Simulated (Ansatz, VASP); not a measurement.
Two plane-wave programs on Zr2SeS2

File INCAR:

```
SYSTEM = Zr2SeS2
PREC = Accurate
ENCUT = 520
EDIFF = 1E-7
ISMEAR = 0
SIGMA = 0.1
LREAL = .FALSE.
LASPH = .TRUE.
NELM = 60
ALGO = Normal
ISIF = 2
LWAVE = .FALSE.
LCHARG = .FALSE.
GGA = PE
NBANDS = 29
```

The input KPOINTS:

```
regular mesh
0
G
  6 6 6
  0 0 0
```

POSCAR

```
Zr2SeS2
1.0
   -2.0160203100      2.0160203100      6.3519307100
    2.0160203100     -2.0160203100      6.3519307100
    2.0160203100      2.0160203100     -6.3519307100
Zr Se S
2 1 2
Direct
    0.2500000000      0.7500000000      0.5000000000
    0.7500000000      0.2500000000      0.5000000000
    0.0000000000      0.0000000000      0.0000000000
    0.3600000100      0.3600000100      0.0000000000
    0.6399999900      0.6399999900      0.0000000000
```

Input for Ansatz:

```yaml
crystal:
  lattice:
    - [-2.01602031, 2.01602031, 6.35193071]
    - [2.01602031, -2.01602031, 6.35193071]
    - [2.01602031, 2.01602031, -6.35193071]
  atoms:
    - { symbol: Zr, position: [0.25, 0.75, 0.5] }
    - { symbol: Zr, position: [0.75, 0.25, 0.5] }
    - { symbol: Se, position: [0.0, 0.0, 0.0] }
    - { symbol: S, position: [0.36000001, 0.36000001, 0.0] }
    - { symbol: S, position: [0.63999999, 0.63999999, 0.0] }
basis:
  ecutwfc: 420
kpoints:
  mp_grid: { grid: [6, 6, 6] }
hamiltonian:
  xc: pbe
scf:
  occupations: { method: gaussian, width: 0.1 }
  lower_state_search: "off"
output:
  forces: true
  stress: true
  eigenvalues: true
```

Change from the starting cell: species swapped into the SrFe2As2 type (I4/mmm, No. 139).

Alike in both runs: task single point; functional PBE; k mesh 6 × 6 × 6; occupations gaussian, width 0.1 eV; no spin polarisation.

|  | VASP | Ansatz |
| --- | --- | --- |
| version | VASP 6.6.1 | Ansatz 0.2.0 |
| potentials or method | VASP PAW PBE potentials, release 64 (Zr_sv, Se, S), cutoff 520 eV | scalar-relativistic, plane waves, PAW |
| valence electrons in the cell | 42 | 52 |

```csv
,VASP,Ansatz,Ansatz less VASP
gap on the k mesh at the Fermi level (eV),none,none,-
pressure (GPa),16.7,16.7,-0.01
"traceless stress, the component that is largest in VASP (GPa)",-19.89,-19.87,+0.022
rms of the force components (eV/Å),0.317,0.314,-0.0035
```

Atom by atom the forces differ by 0.003 eV/Å (rms over components). A gap of «none» marks a metal or a gap that the smearing closes. VASP's potentials hold 42 valence electrons a cell and Ansatz's 52, so a difference there can come from the potentials and not from the codes.

The k mesh is coarse, so the values compare programs but aren't converged.
